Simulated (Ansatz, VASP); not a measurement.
La: VASP beside Ansatz

The input INCAR:

```
ALGO = Normal
EDIFF = 1E-6
ENCUT = 520
GGA = PE
ISIF = 2
ISMEAR = -1
LASPH = T
LCHARG = F
LREAL = F
LWAVE = F
NBANDS = 12
NELM = 60
PREC = Accurate
SIGMA = 0.08
```

KPOINTS

```
k-points
0
Gamma
  12 12 11
```

File POSCAR:

```
La
1.0
    3.1639065669      0.0000000000      0.0000000000
   -1.5819532834      2.7400234621      0.0000000000
    0.0000000000      0.0000000000      2.9833622072
La
1
Direct
    0.0000000000      0.0000000000      0.0000000000
```

Input for Ansatz:

```yaml
crystal:
  lattice:
    - [3.1639065669, 0.0, 0.0]
    - [-1.5819532834, 2.7400234621, 0.0]
    - [0.0, 0.0, 2.9833622072]
  atoms:
    - { symbol: La, position: [0.0, 0.0, 0.0] }
kpoints:
  mp_grid: { grid: [12, 12, 11] }
scf:
  occupations: { method: fermi_dirac, width: 0.08 }
hamiltonian:
  xc: pbe
  pseudopotentials: { kind: paw }
output:
  forces: true
  stress: true
  eigenvalues: true
  populations: true
```

Change from the starting cell: volume scaled by 0.7, PAW files.

Alike in both runs: task single point; functional PBE; k mesh 12 × 12 × 11; occupations fermi-dirac, width 0.08 eV; no spin polarisation.

|  | VASP | Ansatz |
| --- | --- | --- |
| version | VASP 6.6.1 | Ansatz 0.2.0 |
| potentials or method | VASP PAW PBE potentials, release 64 (La) | PAW with Ansatz's default frozen-core files, scalar-relativistic |
| plane-wave cutoff (eV) | 520 | 420 |
| valence electrons in the cell | 11 | 11 |

```csv
,VASP,Ansatz,Ansatz less VASP
pressure (GPa),14.6,14.6,-0.09
```

With one functional, cell and mesh, what is left measures potentials, basis and numerics.

Spin-orbit coupling is off throughout.
